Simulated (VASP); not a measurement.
# WSe2 (R3m) in VASP: G0W0 quasiparticle levels with PBE

Aim: the G0W0 quasiparticle levels of WSe2 with PBE.

Program: VASP 6.6.1. These are calculated values, not measurements. Logs are shortened: lines on timing, memory, paths and dates and some standing lists are left out, and cuts for length are marked.

### 1 The cell of the first run

It takes space group R3m (No. 160, trigonal). The conventional cell has a = 3.302 Å, b = 3.302 Å, c = 19.739 Å, α = 90.00°, β = 90.00°, γ = 120.00°. Within 3.4 Å of W (site symmetry 3m) lie 6 Se at 2.53 Å and 6 W at 3.30 Å. Within 3.4 Å of Se (site symmetry 3m) lie 3 W at 2.53 Å and 7 Se at 3.30 to 3.33 Å. Within 3.4 Å of Se (site symmetry 3m) lie 3 W at 2.53 Å and 7 Se at 3.30 to 3.33 Å.

### 2 G0W0 quasiparticle levels, PBE

POSCAR

```
WSe2
1.0
    1.6510739550      0.9532479924      6.5796479589
   -1.6510739550      0.9532479924      6.5796479589
    0.0000000000     -1.9064959847      6.5796479589
W Se
1 2
Direct
   -0.0000183143     -0.0000183143     -0.0000183143
    0.4176504314      0.4176504314      0.4176504314
    0.2490345495      0.2490345495      0.2490345495
```

INCAR.step1

```
PREC = Accurate ; ENCUT = 500
EDIFF = 1E-8 ; ISMEAR = 0
SIGMA = 0.01 ; LREAL = F
LASPH = T ; NELM = 100
ALGO = Normal ; LWAVE = T
LCHARG = F ; GGA = PE
```

INCAR.step2

```
PREC = Accurate ; ENCUT = 500
EDIFF = 1E-8 ; ISMEAR = 0
SIGMA = 0.01 ; LREAL = F
LASPH = T ; NELM = 1
ALGO = Exact ; LWAVE = T
LCHARG = F ; GGA = PE
NBANDS = 246 ; LOPTICS = T
ISTART = 1
```

INCAR.step3

```
PREC = Accurate ; ENCUT = 500
EDIFF = 1E-8 ; ISMEAR = 0
SIGMA = 0.01 ; LREAL = F
LASPH = T ; ALGO = EVGW0
LWAVE = F ; LCHARG = F
GGA = PE ; NELMGW = 1
NBANDS = 246 ; ENCUTGW = 140.0
NOMEGA = 96 ; PRECFOCK = Fast
ISTART = 1 ; NBANDSGW = 21
OMEGAMAX = 20
```

KPOINTS

```
regular mesh
0
Gamma
  4 4 4
```

Potentials or basis: VASP PAW PBE potentials, release 64 (W_sv_GW, Se_GW).

Command:

```sh
$ cat potpaw_PBE.64/W_sv_GW/POTCAR potpaw_PBE.64/Se_GW/POTCAR > POTCAR
$ cp INCAR.step1 INCAR
$ mpirun -np 1 vasp_std > vasp.out
$ cp INCAR.step2 INCAR
$ mpirun -np 1 vasp_std > vasp.out
$ cp INCAR.step3 INCAR
$ mpirun -np 1 vasp_std > vasp.out
```

OUTCAR:

```text
PREC = Accurate
   ENCUT = 500
   EDIFF = 1E-8
   ISMEAR = 0
   LREAL = F
   LASPH = T
   GGA = PE
   NELMGW = 1
   ENCUTGW = 140.0
   PRECFOCK = Fast
   ISTART = 1

 ion  position               nearest neighbor table
   1  1.000  1.000  1.000-   3 2.53   3 2.53   3 2.53   2 2.53   2 2.53   2 2.53
   2  0.418  0.418  0.418-   1 2.53   1 2.53   1 2.53
   3  0.249  0.249  0.249-   1 2.53   1 2.53   1 2.53

  LATTYP: Found a trigonal (rhomboedric) cell.
 ALAT       =     6.8502915415
 COS(alpha) =     0.8838163706

  Lattice vectors:

 A1 = (   1.6510739550,   0.9532479924,   6.5796479589)
 A2 = (  -1.6510739550,   0.9532479924,   6.5796479589)
 A3 = (   0.0000000000,  -1.9064959847,   6.5796479589)

Analysis of symmetry for initial positions (statically):
=====================================================================
 Subroutine PRICEL returns:
 Original cell was already a primitive cell.

 Routine SETGRP: Setting up the symmetry group for a
 trigonal (rhombohedral) supercell.

 Subroutine GETGRP returns: Found  6 space group operations
 (whereof  6 operations were pure point group operations)
 out of a pool of 12 trial point group operations.

The static configuration has the point symmetry C_3v.

Analysis of symmetry for dynamics (positions and initial velocities):
=====================================================================
 Subroutine PRICEL returns:
 Original cell was already a primitive cell.

 Routine SETGRP: Setting up the symmetry group for a
 trigonal (rhombohedral) supercell.

 Subroutine GETGRP returns: Found  6 space group operations
 (whereof  6 operations were pure point group operations)
 out of a pool of 12 trial point group operations.

The dynamic configuration has the point symmetry C_3v.

 Subroutine INISYM returns: Found  6 space group operations
 (whereof  6 operations are pure point group operations),
 and found     1 'primitive' translations

----------------------------------------------------------------------------------------

                                     Primitive cell

  volume of cell :      62.1336

  direct lattice vectors                    reciprocal lattice vectors
     1.651073955  0.953247992  6.579647959     0.302833194  0.174840826  0.050661272
    -1.651073955  0.953247992  6.579647959    -0.302833194  0.174840826  0.050661272
     0.000000000 -1.906495985  6.579647959     0.000000000 -0.349681653  0.050661272

  length of vectors
     6.850291541  6.850291541  6.850291541     0.353332453  0.353332453  0.353332453

  position of ions in fractional coordinates (direct lattice)
     0.999981686  0.999981686  0.999981686
     0.417650431  0.417650431  0.417650431
     0.249034550  0.249034550  0.249034550

  ion indices of the primitive-cell ions
   primitive index   ion index
                 1           1
                 2           2
                 3           3

----------------------------------------------------------------------------------------

 KPOINTS: regular mesh

Automatic generation of k-mesh.
 Grid dimensions read from file:
 generate k-points for:    4    4    4

 Generating k-lattice:

  Cartesian coordinates                     Fractional coordinates (reciprocal lattice)
     0.075708299  0.043710207  0.012665318     0.250000000  0.000000000  0.000000000
    -0.075708299  0.043710207  0.012665318     0.000000000  0.250000000  0.000000000
     0.000000000 -0.087420413  0.012665318     0.000000000  0.000000000  0.250000000

  Length of vectors
     0.088333113  0.088333113  0.088333113

  Shift w.r.t. Gamma in fractional coordinates (k-lattice)
     0.000000000  0.000000000  0.000000000

 Subroutine IBZKPT returns following result:
 ===========================================

 Found     13 irreducible k-points:

 Following reciprocal coordinates:
            Coordinates               Weight
  0.000000  0.000000  0.000000      1.000000
  0.250000  0.000000  0.000000      6.000000
  0.500000  0.000000  0.000000      3.000000
  0.250000  0.250000  0.000000      6.000000
  0.500000  0.250000  0.000000     12.000000
 -0.250000  0.250000  0.000000      6.000000
  0.500000  0.500000  0.000000      3.000000
  0.250000  0.250000  0.250000      2.000000
  0.500000  0.250000  0.250000      6.000000
 -0.250000  0.250000  0.250000      6.000000
  0.500000  0.500000  0.250000      6.000000
 -0.250000  0.500000  0.250000      6.000000
  0.500000  0.500000  0.500000      1.000000
   k-points           NKPTS =     13   k-points in BZ     NKDIM =     64   number of bands    NBANDS=    246
   number of dos      NEDOS =    301   number of ions     NIONS =      3
   total plane-waves  NPLWV = 125000
   dimension x,y,z NGX =    50 NGY =   50 NGZ =   50
   dimension x,y,z NGXF=   100 NGYF=  100 NGZF=  100
   ions per type =               1   2
   NGX,Y,Z   is equivalent  to a cutoff of  12.13, 12.13, 12.13 a.u.
   NGXF,Y,Z  is equivalent  to a cutoff of  24.27, 24.27, 24.27 a.u.
 SYSTEM =  unknown system
   PREC   = accura    normal or accurate (medium, high low for compatibility)
   ISTART =      1    job   : 0-new  1-cont  2-samecut
   ICHARG =      0    charge: 1-file 2-atom 10-const
   ISPIN  =      1    spin polarized calculation?
   LNONCOLLINEAR =      F non collinear calculations
   LSORBIT =      F    spin-orbit coupling
   LASPH  =      T    aspherical Exc in radial PAW
   ENCUT  =  500.0 eV  36.75 Ry    6.06 a.u.  12.49 12.49 12.49*2*pi/ulx,y,z
   NELM   =     60;   NELMIN=  2; NELMDL=  0     # of ELM steps
   EDIFF  = 0.1E-07   stopping-criterion for ELM
   LREAL  =      F    real-space projection
   EDIFFG = 0.1E-06   stopping-criterion for IOM
   NSW    =      0    number of steps for IOM
   IBRION =     -1    ionic relax: 0-MD 1-quasi-New 2-CG
   NFREE  =      0    steps in history (QN), initial steepest desc. (CG)
   ISIF   =      0    stress and relaxation
   ISYM   =      3    0-nonsym 1-usesym 2-fastsym
   POTIM  = 0.5000    time-step for ionic-motion
   TEBEG  =    0.0;   TEEND  =   0.0 temperature during run
   PSTRESS=    0.0 pullay stress
   NELECT =      26.0000    total number of electrons
   NUPDOWN=      -1.0000    fix difference up-down
   EMIN   =  10.00;   EMAX   =-10.00  energy-range for DOS
   EFERMI =   0.00;   METHOD = LEGACY
   ISMEAR =     0;   SIGMA  =   0.01  broadening in eV -4-tet -1-fermi 0-gaus
   EFERMI_NEDOS =   21; number of points for ismear=-14 and -15
   IALGO  =     38    algorithm
   IMIX   =      4    mixing-type and parameters
     AMIX     =   0.40;   BMIX     =  1.00
     AMIX_MAG =   1.60;   BMIX_MAG =  1.00
  volume/ion in A,a.u.               =      20.71       139.77
  Fermi-wavevector in a.u.,A,eV,Ry     =   1.224495  2.313961 20.400427  1.499389
  Thomas-Fermi vector in A             =   2.359568
   LORBIT       =      0    0 simple, 1 ext, 2 COOP (PROOUT), +10 PAW based schemes
   GGA     = PE    functional components
   LHFCALC =     T    Hartree Fock is set to
   PRECFOCK=fast      Normal, Fast or Accurate (Low or Medium for compatibility)
   ENCUT4O =  -1.0   cutoff for four orbital integrals eV
   NKREDX  =     1    reduce k-point grid by
   NKREDY  =     1    reduce k-point grid by
   NKREDZ  =     1    reduce k-point grid by
   AEXX    =    1.0000 exact exchange contribution
   HFSCREEN=    0.0000 screening length (either q_TF or 0.3 A-1)
   HFSCREENC=   0.0000 screening length for correlation (either q_TF or 0.3 A-1)
   ENCUTFOCK=  -1.0 apply spherical cutoff to Coloumb kernel
   IVDW    =     0    specifies the selected vdW correction
   LEPSILON=     F    determine dielectric tensor
   LRPA    =     F    only Hartree local field effects (RPA)
   LRPAFORCE           =     F    calculate RPA forces
   ENCUTGW             = 140.0    cutoff for response function in eV
   ENCUTGWSOFT         = 112.0    soft cutoff for Coulomb kernel in GW response function in eV
   ENCUTLF             =  -1.0    cutoff for local field effects
   NELMGW              =     1    number of iterations in solving QP/BSE equation
   NELMHF              =     1    number of iterations in the inner HF iteration
   NKREDLFX            =     1    NKREDLFY  =   1   NKREDLFZ  =   1
 non-spin polarized calculation
 Gauss-broadening in eV      SIGMA  =   0.01
  energy-cutoff  :      500.00
  volume of cell :       62.13
 maximum number of plane-waves:      1589
 NGX is ok and might be reduce to    50
  NGX = 28; NGY = 28; NGZ = 28
   NGX = 25   NGY = 25   NGZ = 25
 maximum number of plane-waves:       241

 QP shifts <psi_nk| G(iteration)W_0 |psi_nk>: iteration 1
 for sc-GW calculations column KS-energies equals QP-energies in previous step
 and V_xc(KS)=  KS-energies - (<T + V_ion + V_H > + <T+V_H+V_ion>^1  + <V_x>^1)

 k-point   1 :       0.0000    0.0000    0.0000
  band No.  KS-energies  QP-energies   sigma(KS)   V_xc(KS)     V^pw_x(r,r')   Z            occupation Imag(sigma)

      1     -67.9859     -68.2953     -23.2457     -22.6539     -38.6784       0.5226       2.0000       1.2862
      2     -32.2297     -32.9549     -22.5691     -21.4049     -31.8857       0.6229       2.0000       0.8347
      3     -32.1125     -32.7704     -22.5892     -21.5184     -31.7684       0.6144       2.0000       0.5421
      4     -32.1125     -32.7704     -22.5892     -21.5184     -31.7684       0.6144       2.0000       0.5421
      5      -8.8983      -9.2720     -13.2303     -12.6395     -20.4436       0.6325       2.0000       1.1455
      6      -7.3456      -7.7997     -13.7401     -13.0683     -20.2010       0.6759       2.0000       0.9097
[... 13 lines left out ...]
     20      14.3953      14.4017     -10.2625     -10.2707      -5.2704       0.7894       0.0000      -0.1718
     21      16.6853      16.7383     -11.0522     -11.1200      -5.3688       0.7823       0.0000      -0.3333

 k-point   2 :       0.2500    0.0000    0.0000
  band No.  KS-energies  QP-energies   sigma(KS)   V_xc(KS)     V^pw_x(r,r')   Z            occupation Imag(sigma)

      1     -67.9812     -68.2858     -23.2422     -22.6592     -38.6745       0.5224       2.0000       1.2810
      2     -32.2262     -32.8947     -22.5186     -21.4186     -31.8119       0.6077       2.0000       0.6911
      3     -32.2081     -32.9395     -22.6108     -21.4275     -31.8879       0.6181       2.0000       0.7776
      4     -32.1395     -32.8017     -22.5790     -21.4966     -31.7827       0.6118       2.0000       0.5684
      5      -8.0358      -8.4800     -13.5342     -12.8804     -20.3083       0.6795       2.0000       1.0345
      6      -6.9812      -7.4356     -13.8549     -13.1973     -20.1918       0.6911       2.0000       0.9015
[... 13 lines left out ...]
     20      14.7933      14.9124     -11.4889     -11.6428      -5.9795       0.7743       0.0000      -0.2903
     21      16.0316      16.1190     -11.3119     -11.4252      -5.6277       0.7706       0.0000      -0.3369

 k-point   3 :       0.5000    0.0000    0.0000
  band No.  KS-energies  QP-energies   sigma(KS)   V_xc(KS)     V^pw_x(r,r')   Z            occupation Imag(sigma)

      1     -67.9764     -68.2808     -23.2388     -22.6634     -38.6702       0.5290       2.0000       1.2761
      2     -32.3372     -33.0169     -22.4444     -21.3234     -31.8647       0.6063       2.0000       0.8384
      3     -32.1862     -32.9309     -22.6501     -21.4503     -31.8860       0.6207       2.0000       0.7190
      4     -32.1658     -32.8303     -22.5673     -21.4753     -31.7998       0.6085       2.0000       0.5983
      5      -6.8644      -7.3121     -13.9965     -13.3574     -20.2570       0.7004       2.0000       0.8789
      6      -6.5292      -6.9597     -14.0163     -13.4052     -20.2219       0.7045       2.0000       0.8786
[... 13 lines left out ...]
     20      13.2492      13.3374     -11.2340     -11.3468      -6.0541       0.7817       0.0000      -0.2145
     21      15.7513      15.7234     -10.1773     -10.1415      -4.7958       0.7769       0.0000      -0.2516
[... 204 lines left out ...]
      1     -67.9763     -68.2822     -23.2389     -22.6630     -38.6703       0.5311       2.0000       1.2758
      2     -32.2956     -32.9764     -22.4733     -21.3596     -31.8401       0.6112       2.0000       0.7826
      3     -32.2084     -32.8848     -22.5496     -21.4373     -31.8137       0.6081       2.0000       0.6457
      4     -32.1858     -32.9388     -22.6488     -21.4504     -31.8884       0.6282       2.0000       0.7206
      5      -6.8092      -7.2609     -14.0506     -13.4069     -20.2599       0.7016       2.0000       0.8556
      6      -6.6280      -7.0702     -13.9381     -13.3042     -20.1812       0.6976       2.0000       0.9000
[... 13 lines left out ...]
     20      15.0799      15.0880     -10.4981     -10.5085      -5.1540       0.7783       0.0000      -0.2418
     21      16.3953      16.4660     -10.8901     -10.9810      -5.1989       0.7774       0.0000      -0.3408

 k-point  13 :       0.5000    0.5000    0.5000
  band No.  KS-energies  QP-energies   sigma(KS)   V_xc(KS)     V^pw_x(r,r')   Z            occupation Imag(sigma)

      1     -67.9860     -68.2940     -23.2456     -22.6545     -38.6785       0.5210       2.0000       1.2862
      2     -32.2296     -32.9560     -22.5701     -21.4049     -31.8851       0.6234       2.0000       0.8355
      3     -32.1128     -32.7682     -22.5890     -21.5183     -31.7685       0.6121       2.0000       0.5424
      4     -32.1128     -32.7682     -22.5890     -21.5183     -31.7685       0.6121       2.0000       0.5424
      5      -8.7005      -9.0910     -13.3946     -12.7927     -20.4811       0.6487       2.0000       1.0849
      6      -7.6833      -8.1380     -13.4614     -12.7722     -20.1055       0.6597       2.0000       0.9967
[... 13 lines left out ...]
     20      15.8229      15.7445      -9.4579      -9.3574      -4.3236       0.7803       0.0000      -0.1942
     21      16.4671      16.4810     -10.8736     -10.8915      -5.2395       0.7815       0.0000      -0.3376
```

Run time: 59 min. Hardware: 1 thread of Intel Xeon Platinum 8259CL at 2.50GHz (Skylake/Cascade Lake), shared host; peak memory 0.94 GiB.

What came out:

| Item | Value |
| --- | --- |
| Quasiparticle gap | 1.76 eV |
| Least direct quasiparticle gap | 2.70 eV |
| Band gap of the starting levels on the mesh | 1.38 eV |
| Least direct gap of the starting levels on the mesh | 2.23 eV |

Caveat: the k points lie up to 0.56 Å⁻¹ apart; bands, screening cutoff and mesh are small and nothing is extrapolated, so the quasiparticle values aren't converged; spin-orbit coupling is left out, which moves the levels of the heavy elements.
